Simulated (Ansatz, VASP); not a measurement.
## Au in VASP and in Ansatz

File INCAR:

```
ALGO     = Normal         # electronic algorithm
EDIFF    = 1E-6           # SCF threshold, eV
ENCUT    = 500            # plane-wave cutoff, eV
GGA      = PE             # functional
GGA_COMPAT= F            
ISIF     = 2              # what is computed and relaxed
ISMEAR   = 0              # smearing method
LASPH    = T              # aspherical terms in the spheres
LCHARG   = F              # write CHGCAR
LREAL    = F              # projectors in reciprocal space
LWAVE    = F              # write WAVECAR
NBANDS   = 12             # bands
NELM     = 120            # most SCF steps
PREC     = Accurate       # precision mode
SIGMA    = 0.1            # smearing width, eV
```

KPOINTS

```
k-points
0
Gamma
  18 18 18
```

The input POSCAR:

```
Au
1.0
    0.0000000000      2.0583073944      2.0583073944
    2.0583073944      0.0000000000      2.0583073944
    2.0583073944      2.0583073944      0.0000000000
Au
1
Direct
    0.0000000000      0.0000000000      0.0000000000
```

Input for Ansatz:

```yaml
crystal:
  lattice:
    - [0.0, 2.0583073944, 2.0583073944]
    - [2.0583073944, 0.0, 2.0583073944]
    - [2.0583073944, 2.0583073944, 0.0]
  atoms:
    - { symbol: Au, position: [0.0, 0.0, 0.0] }
basis: {}
kpoints:
  mp_grid: { grid: [18, 18, 18] }
hamiltonian:
  xc: pbe
  pseudopotentials: { kind: nc }
scf:
  occupations: { method: gaussian, width: 0.1 }
output:
  forces: true
  stress: true
  eigenvalues: true
```

Alike in both runs: task single point; functional PBE; k mesh 18 × 18 × 18; occupations gaussian, width 0.1 eV; no spin polarisation.

|  | VASP | Ansatz |
| --- | --- | --- |
| version | VASP 6.6.1 | Ansatz 0.2.0 |
| potentials or method | VASP PAW PBE potentials, release 64 (Au) | scalar-relativistic, plane waves, norm-conserving pseudopotentials |
| plane-wave cutoff (eV) | 500 | 1034 |
| valence electrons in the cell | 11 | 19 |

Ansatz gave:

| Property | Result |
| --- | --- |
| gap on the k mesh at the Fermi level (eV) | none |
| pressure (GPa) | 4.7 |

Problem. What did VASP give for the same quantities?

Solution. gap on the k mesh at the Fermi level (eV): none; pressure (GPa): 4.4.

A gap of «none» marks a metal or a gap that the smearing closes. VASP's potentials hold 11 valence electrons a cell and Ansatz's 19, so a difference there can come from the potentials and not from the codes.

Spin-orbit coupling is off throughout.
